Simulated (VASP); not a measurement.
Write the native input for VASP 6.6.1 that does the following.

* Task: single point
* Functional: r2SCAN
* Potentials or basis: VASP PAW PBE potentials, release 64 (Be)
* Cutoff: 520 eV
* k mesh: 18 × 18 × 5
* Occupations: fermi-dirac, width 0.1 eV
* Spin: no spin polarisation
* Dipole correction: no
* Further INCAR settings: ALGO = Normal; EDIFF = 1e-07; NBANDS = 12

The system is Be.

```xyz
4
Lattice="2.1604 0.0000 0.0000 -1.0802 1.8710 0.0000 0.0000 0.0000 6.8804" Properties=species:S:1:pos:R:3 pbc="T T T"
Be    1.0802    1.8710    6.8804
Be   -1.0802    1.8710    3.4402
Be    0.0000    1.2473    1.7201
Be    1.0802    0.6237    5.1603
```

These files were run (other wordings do the same):

POSCAR

```
Be
1.0
    2.1604208237      0.0000000000      0.0000000000
   -1.0802104119      1.8709793162      0.0000000000
    0.0000000000      0.0000000000      6.8803684166
Be
4
Direct
    1.0000000000      1.0000000000      1.0000000000
    0.0000000000      1.0000000000      0.5000000000
    0.3333333333      0.6666666667      0.2500000000
    0.6666666667      0.3333333333      0.7500000000
```

INCAR.step1

```
SYSTEM = Be
PREC = Accurate
ENCUT = 520
ISMEAR = -1
SIGMA = 0.1
LREAL = .FALSE.
LASPH = .TRUE.
NELM = 60
NBANDS = 12
GGA = PE
ALGO = Normal
EDIFF = 1E-4
LWAVE = .TRUE.
LCHARG = .FALSE.
```

INCAR.step2

```
SYSTEM = Be
PREC = Accurate
ENCUT = 520
EDIFF = 1E-7
ISMEAR = -1
SIGMA = 0.1
LREAL = .FALSE.
LASPH = .TRUE.
NELM = 60
ALGO = Normal
ISIF = 2
LWAVE = .FALSE.
LCHARG = .FALSE.
METAGGA = R2SCAN
LMIXTAU = .TRUE.
NBANDS = 12
ISTART = 1
```

KPOINTS

```
Automatic mesh
0
G
  18 18 5
  0 0 0
```

Potentials or basis: VASP PAW PBE potentials, release 64 (Be).

Command:

```sh
$ cat potpaw_PBE.64/Be/POTCAR > POTCAR
$ cp INCAR.step1 INCAR
$ mpirun -np 1 vasp_std > vasp.out
$ cp INCAR.step2 INCAR
$ mpirun -np 1 vasp_std > vasp.out
```

Results of the run:

- Pressure: 19.8 GPa
- Band gap on the k mesh: zero (bands 4 and 5 overlap by 1.60 eV)

Caveat: the cell stands under pressure; the PAW data sets were made with another functional, which shifts forces and pressure a little.

It took 72 s on 1 thread of Intel(R) Xeon(R) Platinum 8559C (Emerald Rapids), on a shared host, peak memory 0.15 GiB.
